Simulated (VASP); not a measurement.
# AlIn3 (Fd-3m) in VASP: relaxation of cell and atoms with PBE

Aim: the relaxation of cell and atoms of AlIn3 with PBE.

All numbers are computed with VASP 6.6.1; they aren't measurements. Logs are shortened: lines on timing, memory, paths and dates and some standing lists are left out, and cuts for length are marked.

## 1. The cell of the first run

Symmetry: Fd-3m, No. 227, cubic system. Conventional cell: a = 12.626 Å, b = 12.626 Å, c = 12.626 Å, α = 90.00°, β = 90.00°, γ = 90.00°. In (site symmetry -43m) has 4 In at 2.73 Å within 3.6 Å. Within 3.6 Å of In (site symmetry -3m) lie 2 In at 2.73 Å.

The cell was generated, and may not be a known phase.

## 2. Relaxation of cell and atoms, PBE

INCAR reads:

```
PREC = Accurate
ENCUT = 500
EDIFF = 1E-7
ISMEAR = 0
SIGMA = 0.1
LREAL = False
LASPH = True
NELM = 120
ALGO = Normal
ISIF = 3
LWAVE = False
LCHARG = False
GGA = PE
IBRION = 2
NSW = 100
EDIFFG = -0.01
GGA_COMPAT = False
NELMIN = 4
```

KPOINTS reads:

```
Automatic mesh
0
Gamma
  6 6 6
```

POSCAR reads:

```
AlIn3
1.0
    0.0000000000      6.3132481602      6.3132481602
    6.3132481602      0.0000000000      6.3132481602
    6.3132481602      6.3132481602      0.0000000000
Al In
2 6
Direct
    0.5000000000      0.5000000000      0.5000000000
    0.7500000000      0.7500000000      0.7500000000
    0.0000000000      0.0000000000      0.0000000000
    0.2500000000      0.2500000000      0.2500000000
    0.1250000000      0.1250000000      0.1250000000
    0.1250000000      0.1250000000      0.6250000000
    0.1250000000      0.6250000000      0.1250000000
    0.6250000000      0.1250000000      0.1250000000
```

Potentials or basis: VASP PAW PBE potentials, release 64 (Al, In_d).

Started as:

```
$ cat potpaw_PBE.64/Al/POTCAR potpaw_PBE.64/In_d/POTCAR > POTCAR
$ mpirun -np 1 vasp_std > vasp.out
```

OUTCAR:

```text
PREC = Accurate
   ENCUT = 500
   EDIFF = 1E-7
   ISMEAR = 0
   LREAL = False
   LASPH = True
   NELM = 120
   ISIF = 3
   GGA = PE
   IBRION = 2
   NSW = 100
   EDIFFG = -0.01
   NELMIN = 4

 ion  position               nearest neighbor table
   1  0.500  0.500  0.500-
   2  0.750  0.750  0.750-
   3  0.000  0.000  0.000-   6 2.73   7 2.73   8 2.73   5 2.73
   4  0.250  0.250  0.250-   6 2.73   7 2.73   8 2.73   5 2.73
   5  0.125  0.125  0.125-   3 2.73   4 2.73
   6  0.125  0.125  0.625-   3 2.73   4 2.73
   7  0.125  0.625  0.125-   3 2.73   4 2.73
   8  0.625  0.125  0.125-   3 2.73   4 2.73

  LATTYP: Found a face centered cubic cell.
 ALAT       =    12.6264963204

  Lattice vectors:

 A1 = (   0.0000000000,   6.3132481602,   6.3132481602)
 A2 = (   6.3132481602,   0.0000000000,   6.3132481602)
 A3 = (   6.3132481602,   6.3132481602,   0.0000000000)

Analysis of symmetry for initial positions (statically):
=====================================================================
 Subroutine PRICEL returns:
 Original cell was already a primitive cell.

 Routine SETGRP: Setting up the symmetry group for a
 face centered cubic supercell.

 Subroutine GETGRP returns: Found 48 space group operations
 (whereof 24 operations were pure point group operations)
 out of a pool of 48 trial point group operations.

The static configuration has the point symmetry T_d .
 The point group associated with its full space group is O_h .

Analysis of symmetry for dynamics (positions and initial velocities):
=====================================================================
 Subroutine PRICEL returns:
 Original cell was already a primitive cell.

 Routine SETGRP: Setting up the symmetry group for a
 face centered cubic supercell.

 Subroutine GETGRP returns: Found 48 space group operations
 (whereof 24 operations were pure point group operations)
 out of a pool of 48 trial point group operations.

The dynamic configuration has the point symmetry T_d .
 The point group associated with its full space group is O_h .

 Subroutine INISYM returns: Found 48 space group operations
 (whereof 24 operations are pure point group operations),
 and found     1 'primitive' translations

----------------------------------------------------------------------------------------

                                     Primitive cell

  volume of cell :     503.2556

  direct lattice vectors                    reciprocal lattice vectors
     0.000000000  6.313248160  6.313248160    -0.079198534  0.079198534  0.079198534
     6.313248160  0.000000000  6.313248160     0.079198534 -0.079198534  0.079198534
     6.313248160  6.313248160  0.000000000     0.079198534  0.079198534 -0.079198534

  length of vectors
     8.928281171  8.928281171  8.928281171     0.137175885  0.137175885  0.137175885

  position of ions in fractional coordinates (direct lattice)
     0.500000000  0.500000000  0.500000000
     0.750000000  0.750000000  0.750000000
     0.000000000  0.000000000  0.000000000
     0.250000000  0.250000000  0.250000000
     0.125000000  0.125000000  0.125000000
     0.125000000  0.125000000  0.625000000
     0.125000000  0.625000000  0.125000000
     0.625000000  0.125000000  0.125000000

  ion indices of the primitive-cell ions
   primitive index   ion index
                 1           1
                 2           2
                 3           3
                 4           4
                 5           5
                 6           6
                 7           7
                 8           8

----------------------------------------------------------------------------------------

 KPOINTS: Automatic mesh

Automatic generation of k-mesh.
 Grid dimensions read from file:
 generate k-points for:    6    6    6

 Generating k-lattice:

  Cartesian coordinates                     Fractional coordinates (reciprocal lattice)
    -0.013199756  0.013199756  0.013199756     0.166666667  0.000000000  0.000000000
     0.013199756 -0.013199756  0.013199756     0.000000000  0.166666667  0.000000000
     0.013199756  0.013199756 -0.013199756     0.000000000  0.000000000  0.166666667

  Length of vectors
     0.022862648  0.022862648  0.022862648

  Shift w.r.t. Gamma in fractional coordinates (k-lattice)
     0.000000000  0.000000000  0.000000000

 Subroutine IBZKPT returns following result:
 ===========================================

 Found     16 irreducible k-points:

 Following reciprocal coordinates:
            Coordinates               Weight
  0.000000  0.000000  0.000000      1.000000
  0.166667  0.000000  0.000000      8.000000
  0.333333  0.000000  0.000000      8.000000
  0.500000  0.000000  0.000000      4.000000
  0.166667  0.166667  0.000000      6.000000
  0.333333  0.166667  0.000000     24.000000
[... 8 lines left out ...]
 -0.333333  0.333333  0.166667     24.000000
 -0.333333  0.500000  0.166667     12.000000
   k-points           NKPTS =     16   k-points in BZ     NKDIM =     16   number of bands    NBANDS=     50
   number of dos      NEDOS =    301   number of ions     NIONS =      8
   total plane-waves  NPLWV = 343000
   dimension x,y,z NGX =    70 NGY =   70 NGZ =   70
   dimension x,y,z NGXF=   140 NGYF=  140 NGZF=  140
   ions per type =               2   6
   NGX,Y,Z   is equivalent  to a cutoff of  13.03, 13.03, 13.03 a.u.
   NGXF,Y,Z  is equivalent  to a cutoff of  26.07, 26.07, 26.07 a.u.
 SYSTEM =  unknown system
   PREC   = accura    normal or accurate (medium, high low for compatibility)
   ISTART =      0    job   : 0-new  1-cont  2-samecut
   ICHARG =      2    charge: 1-file 2-atom 10-const
   ISPIN  =      1    spin polarized calculation?
   LNONCOLLINEAR =      F non collinear calculations
   LSORBIT =      F    spin-orbit coupling
   LASPH  =      T    aspherical Exc in radial PAW
   ENCUT  =  500.0 eV  36.75 Ry    6.06 a.u.  16.28 16.28 16.28*2*pi/ulx,y,z
   NELM   =    120;   NELMIN=  4; NELMDL= -5     # of ELM steps
   EDIFF  = 0.1E-06   stopping-criterion for ELM
   LREAL  =      F    real-space projection
   EDIFFG = -.1E-01   stopping-criterion for IOM
   NSW    =    100    number of steps for IOM
   IBRION =      2    ionic relax: 0-MD 1-quasi-New 2-CG
   NFREE  =      1    steps in history (QN), initial steepest desc. (CG)
   ISIF   =      3    stress and relaxation
   ISYM   =      2    0-nonsym 1-usesym 2-fastsym
   POTIM  = 0.5000    time-step for ionic-motion
   TEBEG  =    0.0;   TEEND  =   0.0 temperature during run
   PSTRESS=    0.0 pullay stress
   NELECT =      84.0000    total number of electrons
   NUPDOWN=      -1.0000    fix difference up-down
   EMIN   =  10.00;   EMAX   =-10.00  energy-range for DOS
   EFERMI =   0.00;   METHOD = LEGACY
   ISMEAR =     0;   SIGMA  =   0.10  broadening in eV -4-tet -1-fermi 0-gaus
   EFERMI_NEDOS =   21; number of points for ismear=-14 and -15
   IALGO  =     38    algorithm
   IMIX   =      4    mixing-type and parameters
     AMIX     =   0.40;   BMIX     =  1.00
     AMIX_MAG =   1.60;   BMIX_MAG =  1.00
  volume/ion in A,a.u.               =      62.91       424.52
  Fermi-wavevector in a.u.,A,eV,Ry     =   0.901374  1.703350 11.054397  0.812475
  Thomas-Fermi vector in A             =   2.024447
   LORBIT       =      0    0 simple, 1 ext, 2 COOP (PROOUT), +10 PAW based schemes
   GGA     = PE    functional components
   LHFCALC =     F    Hartree Fock is set to
   AEXX    =    0.0000 exact exchange contribution
   IVDW    =     0    specifies the selected vdW correction
   LEPSILON=     F    determine dielectric tensor
   LRPA    =     F    only Hartree local field effects (RPA)
 conjugate gradient relaxation of ions
 non-spin polarized calculation
 Gauss-broadening in eV      SIGMA  =   0.10
  energy-cutoff  :      500.00
  volume of cell :      503.26
 maximum number of plane-waves:     12792
 NGX is ok and might be reduce to    70
   NGX = 33   NGY = 33   NGZ = 33

 number of electron      84.0000002 magnetization

 Free energy of the ion-electron system (eV)
  ---------------------------------------------------
  ext. energy  EPLUGINS =         0.00000000
  ---------------------------------------------------
  free energy    TOTEN  =       -13.33063128 eV

  energy without entropy =      -13.27275247  energy(sigma->0) =      -13.30169188

 E-fermi :   0.9279     XC(G=0):  -6.1500

 val. band max:        0.9143297072   @ k =  -0.3333   0.3333   0.0000
 cond. band min:       0.9331800160   @ k =   0.1667   0.1667   0.0000
 fundamental gap:      0.0188503088
 Fermi energy:         0.9279154869

 k-point     1 :       0.0000    0.0000    0.0000
  band No.  band energies     occupation
      1     -14.5314      2.00000
      2     -14.5314      2.00000
      3     -14.5314      2.00000
      4     -14.2685      2.00000
      5     -14.2685      2.00000
      6     -14.2160      2.00000
[... 42 lines left out ...]
     49       1.7495      0.00000
     50       3.3789      0.00000

 k-point     2 :       0.1667    0.0000    0.0000
  band No.  band energies     occupation
      1     -14.5297      2.00000
      2     -14.5297      2.00000
      3     -14.5195      2.00000
      4     -14.2622      2.00000
      5     -14.2622      2.00000
      6     -14.2447      2.00000
[... 42 lines left out ...]
     49       2.1502      0.00000
     50       2.8648      0.00000

 k-point     3 :       0.3333    0.0000    0.0000
  band No.  band energies     occupation
      1     -14.5262      2.00000
      2     -14.5262      2.00000
      3     -14.4873      2.00000
      4     -14.3088      2.00000
      5     -14.2447      2.00000
      6     -14.2447      2.00000
[... 42 lines left out ...]
     49       2.1579      0.00000
     50       2.6456      0.00000

 k-point     4 :       0.5000    0.0000    0.0000
  band No.  band energies     occupation
      1     -14.5245      2.00000
      2     -14.5245      2.00000
      3     -14.4609      2.00000
      4     -14.3497      2.00000
      5     -14.2300      2.00000
      6     -14.2300      2.00000
[... 575 lines left out ...]
 k-point    15 :      -0.3333    0.3333    0.1667
  band No.  band energies     occupation
      1     -14.5199      2.00000
      2     -14.5174      2.00000
      3     -14.4411      2.00000
      4     -14.3804      2.00000
      5     -14.2187      2.00000
      6     -14.2112      2.00000
[... 42 lines left out ...]
     49       2.1860      0.00000
     50       2.3714      0.00000

 k-point    16 :      -0.3333    0.5000    0.1667
  band No.  band energies     occupation
      1     -14.5169      2.00000
      2     -14.5169      2.00000
      3     -14.4133      2.00000
      4     -14.4133      2.00000
      5     -14.2043      2.00000
      6     -14.2043      2.00000
[... 42 lines left out ...]
     49       2.2598      0.00000
     50       2.2598      0.00000

------------------------ aborting loop because EDIFF is reached ----------------------------------------

  FORCE on cell =-STRESS in cart. coord.  units (eV):
  Direction    XX          YY          ZZ          XY          YZ          ZX
  --------------------------------------------------------------------------------------
  -------------------------------------------------------------------------------------
  Total       -0.0309955     -0.0309955     -0.0309955      0.0000000     -0.0000000      0.0000000
  in kB       -0.0986781     -0.0986781     -0.0986781      0.0000000     -0.0000000      0.0000000
  external PRESSURE =      -0.0986781 kB  Pullay stress =       0.0000000 kB

 VOLUME and BASIS-vectors are now :
 -----------------------------------------------------------------------------
  energy-cutoff  :      500.00
  volume of cell :      503.26
      direct lattice vectors                 reciprocal lattice vectors
     0.000000000  6.313248160  6.313248160    -0.079198534  0.079198534  0.079198534
     6.313248160  0.000000000  6.313248160     0.079198534 -0.079198534  0.079198534
     6.313248160  6.313248160  0.000000000     0.079198534  0.079198534 -0.079198534

 POSITION                                       TOTAL-FORCE (eV/Angst)
 -----------------------------------------------------------------------------------
      6.31325      6.31325      6.31325         0.000000      0.000000      0.000000
      9.46987      9.46987      9.46987        -0.000000     -0.000000      0.000000
      0.00000      0.00000      0.00000        -0.000000     -0.000000     -0.000000
      3.15662      3.15662      3.15662         0.000000      0.000000      0.000000
      1.57831      1.57831      1.57831         0.000000     -0.000000      0.000000
      4.73494      4.73494      1.57831         0.000000     -0.000000      0.000000
      4.73494      1.57831      4.73494         0.000000     -0.000000      0.000000
      1.57831      4.73494      4.73494         0.000000     -0.000000      0.000000
 -----------------------------------------------------------------------------------
    total drift:                                0.000000      0.000000     -0.000000

  FREE ENERGIE OF THE ION-ELECTRON SYSTEM (eV)
  ---------------------------------------------------
  free  energy   TOTEN  =       -13.3306312849 eV

  energy  without entropy=      -13.2727524655  energy(sigma->0) =      -13.30169188

 reached required accuracy - stopping structural energy minimisation
```

It took 32 min on 1 thread of Intel Xeon 8259CL, shared host; peak memory 0.88 GiB.

What came out:

* Free energy: -13.3306 eV
* Pressure after relaxing: 0.0 GPa
* Band gap on the k mesh: zero (bands 42 and 43 overlap by 0.39 eV)

Final structure:
```
Al In
1.0
     0.00000    6.31325    6.31325
     6.31325    0.00000    6.31325
     6.31325    6.31325    0.00000
Al In
2 6
Direct
  0.50000 0.50000 0.50000
  0.75000 0.75000 0.75000
  0.00000 0.00000 0.00000
  0.25000 0.25000 0.25000
  0.12500 0.12500 0.12500
  0.12500 0.12500 0.62500
  0.12500 0.62500 0.12500
  0.62500 0.12500 0.12500
```

Caveat: the relaxation stopped at its first step, so nothing moved; spin-orbit coupling is left out, which moves the levels of the heavy elements.
